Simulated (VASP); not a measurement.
# Te (P3_121) in VASP: a series of runs

Runs on Te. Level: PBEsol. Tasks: single point, relaxation of cell and atoms.

Program: VASP 6.6.1. These are calculated values, not measurements. Logs are shortened: lines on timing, memory, paths and dates and some standing lists are left out, and cuts for length are marked.

### 1 The cell of the first run

The structure is trigonal, space group P3_121 (No. 152). Conventional cell: a = 4.315 Å, b = 4.315 Å, c = 5.956 Å, α = 90.00°, β = 90.00°, γ = 120.00°. Te (site symmetry 2) has 6 Te at 2.91 to 3.35 Å within 3.8 Å.

### 2 Single point, PBEsol

The input, INCAR:

```
SYSTEM = Te
  PREC = Accurate
  ENCUT = 520
  EDIFF = 1E-6
  ISMEAR = 0
  SIGMA = 0.1
  LREAL = .False.
  LASPH = .True.
  NELM = 60
  ALGO = Normal
  ISIF = 2
  LWAVE = .False.
  LCHARG = .False.
  GGA = PS
  NBANDS = 16
```

The input, KPOINTS:

```
regular mesh
0
Gamma
  12 12 8
  0 0 0
```

The input, POSCAR:

```
Te
1.0
    4.3152505824      0.0000000000      0.0000000000
   -2.1576252912      3.7371166280      0.0000000000
    0.0000000000      0.0000000000      5.9559404643
Te
3
Direct
    0.2843324478      0.0000000000      0.3333333333
    0.0000000000      0.2843324478      0.6666666667
    0.7156675522      0.7156675522      0.0000000000
```

Potentials or basis: VASP PAW PBE potentials, release 64 (Te).

Launch:

```sh
> cat potpaw_PBE.64/Te/POTCAR > POTCAR
> mpirun -np 1 vasp_std > vasp.out
```

OUTCAR:

```text
SYSTEM = Te
   PREC = Accurate
   ENCUT = 520
   EDIFF = 1E-6
   ISMEAR = 0
   LREAL = .False.
   LASPH = .True.
   NELM = 60
   ISIF = 2
   GGA = PS

 ion  position               nearest neighbor table
   1  0.284  0.000  0.333-   3 2.91   2 2.91   3 3.35   3 3.35   2 3.35   2 3.35
   2  0.000  0.284  0.667-   3 2.91   1 2.91   3 3.35   3 3.35   1 3.35   1 3.35
   3  0.716  0.716  0.000-   2 2.91   1 2.91   1 3.35   2 3.35   2 3.35   1 3.35

  LATTYP: Found a hexagonal cell.
 ALAT       =     4.3152505824
 C/A-ratio  =     1.3802073253

  Lattice vectors:

 A1 = (   4.3152505824,   0.0000000000,   0.0000000000)
 A2 = (  -2.1576252912,   3.7371166280,   0.0000000000)
 A3 = (   0.0000000000,   0.0000000000,   5.9559404643)

Analysis of symmetry for initial positions (statically):
=====================================================================
 Subroutine PRICEL returns:
 Original cell was already a primitive cell.

 Routine SETGRP: Setting up the symmetry group for a
 hexagonal supercell.

 Subroutine GETGRP returns: Found  6 space group operations
 (whereof  2 operations were pure point group operations)
 out of a pool of 24 trial point group operations.

The static configuration has the point symmetry C_2 .
 The point group associated with its full space group is D_3 .

Analysis of symmetry for dynamics (positions and initial velocities):
=====================================================================
 Subroutine PRICEL returns:
 Original cell was already a primitive cell.

 Routine SETGRP: Setting up the symmetry group for a
 hexagonal supercell.

 Subroutine GETGRP returns: Found  6 space group operations
 (whereof  2 operations were pure point group operations)
 out of a pool of 24 trial point group operations.

The dynamic configuration has the point symmetry C_2 .
 The point group associated with its full space group is D_3 .

 Subroutine INISYM returns: Found  6 space group operations
 (whereof  2 operations are pure point group operations),
 and found     1 'primitive' translations

----------------------------------------------------------------------------------------

                                     Primitive cell

  volume of cell :      96.0490

  direct lattice vectors                    reciprocal lattice vectors
     4.315250582  0.000000000  0.000000000     0.231736253  0.133792988  0.000000000
    -2.157625291  3.737116628  0.000000000     0.000000000  0.267585976  0.000000000
     0.000000000  0.000000000  5.955940464     0.000000000  0.000000000  0.167899596

  length of vectors
     4.315250582  4.315250582  5.955940464     0.267585976  0.267585976  0.167899596

  position of ions in fractional coordinates (direct lattice)
     0.284332448  0.000000000  0.333333333
     0.000000000  0.284332448  0.666666667
     0.715667552  0.715667552  0.000000000

  ion indices of the primitive-cell ions
   primitive index   ion index
                 1           1
                 2           2
                 3           3

----------------------------------------------------------------------------------------

 KPOINTS: regular mesh

Automatic generation of k-mesh.
 Grid dimensions read from file:
 generate k-points for:   12   12    8

 Generating k-lattice:

  Cartesian coordinates                     Fractional coordinates (reciprocal lattice)
     0.019311354  0.011149416  0.000000000     0.083333333  0.000000000  0.000000000
     0.000000000  0.022298831  0.000000000     0.000000000  0.083333333  0.000000000
     0.000000000  0.000000000  0.020987450     0.000000000  0.000000000  0.125000000

  Length of vectors
     0.022298831  0.022298831  0.020987450

  Shift w.r.t. Gamma in fractional coordinates (k-lattice)
     0.000000000  0.000000000  0.000000000

 Subroutine IBZKPT returns following result:
 ===========================================

 Found    131 irreducible k-points:

 Following reciprocal coordinates:
            Coordinates               Weight
  0.000000  0.000000  0.000000      1.000000
  0.083333  0.000000  0.000000      6.000000
  0.166667  0.000000  0.000000      6.000000
  0.250000 -0.000000  0.000000      6.000000
  0.333333  0.000000  0.000000      6.000000
  0.416667 -0.000000  0.000000      6.000000
[... 16 lines left out ...]
  0.166667  0.000000  0.125000      6.000000
  0.000000  0.166667  0.125000      6.000000
 [... further k-points ...]
   k-points           NKPTS =    131   k-points in BZ     NKDIM =    131   number of bands    NBANDS=     16
   number of dos      NEDOS =    301   number of ions     NIONS =      3
   total plane-waves  NPLWV =  49152
   dimension x,y,z NGX =    32 NGY =   32 NGZ =   48
   dimension x,y,z NGXF=    64 NGYF=   64 NGZF=   96
   ions per type =               3
   NGX,Y,Z   is equivalent  to a cutoff of  12.33, 12.33, 13.40 a.u.
   NGXF,Y,Z  is equivalent  to a cutoff of  24.66, 24.66, 26.80 a.u.
 SYSTEM =  Te
   PREC   = accura    normal or accurate (medium, high low for compatibility)
   ISTART =      0    job   : 0-new  1-cont  2-samecut
   ICHARG =      2    charge: 1-file 2-atom 10-const
   ISPIN  =      1    spin polarized calculation?
   LNONCOLLINEAR =      F non collinear calculations
   LSORBIT =      F    spin-orbit coupling
   LASPH  =      T    aspherical Exc in radial PAW
   ENCUT  =  520.0 eV  38.22 Ry    6.18 a.u.   8.02  8.02 11.07*2*pi/ulx,y,z
   NELM   =     60;   NELMIN=  2; NELMDL= -5     # of ELM steps
   EDIFF  = 0.1E-05   stopping-criterion for ELM
   LREAL  =      F    real-space projection
[... 7 lines left out ...]
   TEBEG  =    0.0;   TEEND  =   0.0 temperature during run
   PSTRESS=    0.0 pullay stress
   NELECT =      18.0000    total number of electrons
   NUPDOWN=      -1.0000    fix difference up-down
   EMIN   =  10.00;   EMAX   =-10.00  energy-range for DOS
   EFERMI =   0.00;   METHOD = LEGACY
   ISMEAR =     0;   SIGMA  =   0.10  broadening in eV -4-tet -1-fermi 0-gaus
   EFERMI_NEDOS =   21; number of points for ismear=-14 and -15
   IALGO  =     38    algorithm
   IMIX   =      4    mixing-type and parameters
     AMIX     =   0.40;   BMIX     =  1.00
     AMIX_MAG =   1.60;   BMIX_MAG =  1.00
  volume/ion in A,a.u.               =      32.02       216.06
  Fermi-wavevector in a.u.,A,eV,Ry     =   0.936846  1.770381 11.941555  0.877680
  Thomas-Fermi vector in A             =   2.063896
   LORBIT       =      0    0 simple, 1 ext, 2 COOP (PROOUT), +10 PAW based schemes
   GGA     = PS    functional components
   LHFCALC =     F    Hartree Fock is set to
   AEXX    =    0.0000 exact exchange contribution
   IVDW    =     0    specifies the selected vdW correction
   LEPSILON=     F    determine dielectric tensor
   LRPA    =     F    only Hartree local field effects (RPA)
 non-spin polarized calculation
 Gauss-broadening in eV      SIGMA  =   0.10
  energy-cutoff  :      520.00
  volume of cell :       96.05
 maximum number of plane-waves:      2607
   NGX = 17   NGY = 17   NGZ = 23

 number of electron      17.9999998 magnetization

 Free energy of the ion-electron system (eV)
  ---------------------------------------------------
  ext. energy  EPLUGINS =         0.00000000
  ---------------------------------------------------
  free energy    TOTEN  =       -10.58150501 eV

  energy without entropy =      -10.58123192  energy(sigma->0) =      -10.58136847

 E-fermi :   6.6170     XC(G=0):  -9.5057

 val. band max:        6.5890480938   @ k =   0.3333   0.3333   0.5000
 cond. band min:       6.8247568321   @ k =   0.0000   0.0000   0.5000
 fundamental gap:      0.2357087383
 Fermi energy:         6.6169709491

 k-point     1 :       0.0000    0.0000    0.0000
  band No.  band energies     occupation
      1      -7.3521      2.00000
      2      -3.9565      2.00000
      3      -3.9565      2.00000
      4       3.6266      2.00000
      5       3.9770      2.00000
      6       3.9770      2.00000
[... 8 lines left out ...]
     15      12.6679      0.00000
     16      12.6679      0.00000

 k-point     2 :       0.0833    0.0000    0.0000
  band No.  band energies     occupation
      1      -7.2960      2.00000
      2      -3.9606      2.00000
      3      -3.9378      2.00000
      4       3.0857      2.00000
      5       3.5761      2.00000
      6       3.7551      2.00000
[... 8 lines left out ...]
     15      12.5773      0.00000
     16      12.7648      0.00000

 k-point     3 :       0.1667    0.0000    0.0000
  band No.  band energies     occupation
      1      -7.1305      2.00000
      2      -3.9944      2.00000
      3      -3.8829      2.00000
      4       2.2710      2.00000
      5       3.0177      2.00000
      6       3.3932      2.00000
[... 8 lines left out ...]
     15      12.6091      0.00000
     16      13.1626      0.00000

 k-point     4 :       0.2500   -0.0000    0.0000
  band No.  band energies     occupation
      1      -6.8652      2.00000
      2      -4.1099      2.00000
      3      -3.7998      2.00000
      4       1.6765      2.00000
      5       2.4988      2.00000
      6       3.0436      2.00000
[... 8 lines left out ...]
     15      12.9685      0.00000
     16      13.8180      0.00000
[... 324 lines left out ...]
 k-point    22 :       0.0000    0.0833    0.1250
  band No.  band energies     occupation
      1      -7.2390      2.00000
      2      -4.6691      2.00000
      3      -3.2075      2.00000
      4       3.1615      2.00000
      5       3.2986      2.00000
      6       3.8047      2.00000
[... 8 lines left out ...]
     15      12.3066      0.00000
     16      12.7323      0.00000

 k-point    23 :       0.1667    0.0000    0.1250
  band No.  band energies     occupation
      1      -7.0763      2.00000
      2      -4.5811      2.00000
      3      -3.3165      2.00000
      4       2.3429      2.00000
      5       3.2980      2.00000
      6       3.4773      2.00000
[... 8 lines left out ...]
     15      12.3138      0.00000
     16      12.6912      0.00000

 k-point    24 :       0.0000    0.1667    0.1250
  band No.  band energies     occupation
      1      -7.0734      2.00000
      2      -4.6262      2.00000
      3      -3.2374      2.00000
      4       2.3279      2.00000
      5       2.7187      2.00000
      6       3.4144      2.00000
[... 8 lines left out ...]
     15      12.7291      0.00000
     16      13.2478      0.00000

 [... further k-points ...]
[... 5 lines left out ...]
  --------------------------------------------------------------------------------------
  -------------------------------------------------------------------------------------
  Total        0.0345628      0.0345628      0.0676462      0.0000000      0.0000000      0.0000000
  in kB        0.5765356      0.5765356      1.1283944      0.0000000      0.0000000      0.0000000
  external PRESSURE =       0.7604885 kB  Pullay stress =       0.0000000 kB

 VOLUME and BASIS-vectors are now :
 -----------------------------------------------------------------------------
  energy-cutoff  :      520.00
  volume of cell :       96.05
      direct lattice vectors                 reciprocal lattice vectors
     4.315250582  0.000000000  0.000000000     0.231736253  0.133792988  0.000000000
    -2.157625291  3.737116628  0.000000000     0.000000000  0.267585976  0.000000000
     0.000000000  0.000000000  5.955940464     0.000000000  0.000000000  0.167899596

 POSITION                                       TOTAL-FORCE (eV/Angst)
 -----------------------------------------------------------------------------------
      1.22697      0.00000      1.98531         0.014360      0.000000      0.000000
     -0.61348      1.06258      3.97063        -0.007180      0.012436      0.000000
      1.54414      2.67453      0.00000        -0.007180     -0.012436      0.000000
 -----------------------------------------------------------------------------------
    total drift:                                0.000000     -0.000000      0.000000

  FREE ENERGIE OF THE ION-ELECTRON SYSTEM (eV)
  ---------------------------------------------------
  free  energy   TOTEN  =       -10.5815050141 eV

  energy  without entropy=      -10.5812319181  energy(sigma->0) =      -10.58136847
```

Wall time 89 s (1 thread of AMD EPYC 9R45 (Zen 5), shared host); peak memory 0.28 GiB.

What came out:

* Free energy: -10.5815 eV
* Pressure: 0.1 GPa
* Largest force: 0.014 eV/Å
* Band gap on the k mesh: zero (filled and empty bands touch)

Forces in eV/Å, atoms in the order of the input:
```
Te   0.014  0.000  0.000
Te  -0.007  0.012  0.000
Te  -0.007 -0.012  0.000
```

Levels at points of the mesh, in eV from the Fermi level:
```csv
k point,band 5,band 6,band 7,band 8,band 9,band 10,band 11,band 12,band 13,band 14
"(0.00, 0.00, 0.00)",-2.64,-2.64,-1.82,-1.82,-1.17,0.96,0.96,1.64,4.75,4.75
"(0.50, 0.00, 0.00)",-4.71,-4.07,-3.94,-0.89,-0.76,0.52,0.53,2.36,3.75,7.66
"(0.00, 0.00, 0.50)",-2.70,-2.70,-1.31,-0.89,-0.89,0.21,0.27,0.27,3.59,4.99
"(0.50, 0.00, 0.50)",-3.74,-3.71,-2.82,-2.55,-0.36,0.32,1.98,2.62,4.16,4.64
```

Caveat: the PAW data sets were made with another functional, which shifts forces and pressure a little; spin-orbit coupling is left out, which moves the levels of the heavy elements.

### 3 Relaxation of cell and atoms, PBEsol

This run uses another cell than the first one, of 32.12 Å³/atom.

The input, INCAR:

```
SYSTEM = Te
ALGO = Normal
EDIFF = 1E-6
EDIFFG = -0.005
ENCUT = 600
GGA = PS
IBRION = 2
ISIF = 3
ISMEAR = 0
LASPH = .TRUE.
LCHARG = .FALSE.
LREAL = .FALSE.
LWAVE = .FALSE.
NELM = 60
NSW = 70
PREC = Accurate
SIGMA = 0.1
```

The input, KPOINTS:

```
k-points
0
G
  12 12 8
  0 0 0
```

The input, POSCAR:

```
Te
1.0
    4.3186088774      0.0000000000      0.0000000000
   -2.1593044387      3.7400249969      0.0000000000
    0.0000000000      0.0000000000      5.9657427861
Te
3
Direct
    0.2847388753      0.0000000000      0.3333333333
    0.0000000000      0.2847388753      0.6666666667
    0.7152611247      0.7152611247      0.0000000000
```

Potentials or basis: VASP PAW PBE potentials, release 64 (Te).

Launch:

```sh
> cat potpaw_PBE.64/Te/POTCAR > POTCAR
> mpirun -np 1 vasp_std > vasp.out
```

Run time: 2.8 min. Hardware: 1 thread of AMD EPYC 9R45 (Zen 5), shared host; peak memory 0.33 GiB.

The run converged. Its results:

| Property | Result |
| --- | --- |
| Free energy | -10.5816 eV |
| Relaxed volume | 32.04 Å³/atom |
| Relaxed cell | a = 4.315 Å, b = 4.315 Å, c = 5.959 Å, α = 90.00°, β = 90.00°, γ = 120.00° |
| Space group after relaxing (to 0.1 Å) | P3_121 (No. 152) |
| Energy gained by relaxing | 0.0 meV/atom |
| Ionic steps | 3 |
| Pressure after relaxing | 0.0 GPa |
| Largest force after relaxing | 0.004 eV/Å |
| Band gap on the k mesh | zero (filled and empty bands touch) |

Forces on the atoms (eV/Å):
```
Te   0.004  0.000  0.000
Te  -0.002  0.004  0.000
Te  -0.002 -0.004  0.000
```

The path:
| step | energy change (eV) | largest force (eV/Å) | pressure (GPa) | volume (Å³) |
| --- | --- | --- | --- | --- |
| 1 | 0.0000 | 0.0062 | -0.15 | 96.36 |
| 2 | -0.0001 | 0.0116 | 0.10 | 95.94 |
| 3 | -0.0001 | 0.0043 | 0.00 | 96.11 |

Final structure:
```
Te
1.0
     4.31536    0.00000    0.00000
    -2.15768    3.73721    0.00000
     0.00000    0.00000    5.95938
Te
3
Direct
  0.28470 0.00000 0.33333
  0.00000 0.28470 0.66667
  0.71530 0.71530 0.00000
```

Levels at points of the mesh, in eV from the Fermi level:
| k point | band 7 | band 8 | band 9 | band 10 | band 11 | band 12 |
| --- | --- | --- | --- | --- | --- | --- |
| (0.00, 0.00, 0.00) | -1.82 | -1.82 | -1.18 | 0.96 | 0.96 | 1.64 |
| (0.50, 0.00, 0.00) | -3.93 | -0.88 | -0.75 | 0.51 | 0.53 | 2.36 |
| (0.00, 0.00, 0.50) | -1.31 | -0.89 | -0.89 | 0.21 | 0.26 | 0.26 |
| (0.50, 0.00, 0.50) | -2.82 | -2.55 | -0.36 | 0.32 | 1.98 | 2.62 |

Caveat: the PAW data sets were made with another functional, which shifts forces and pressure a little; spin-orbit coupling is left out, which moves the levels of the heavy elements.

The gap in the log of VASP goes by the Fermi energy; the results here count the filled bands.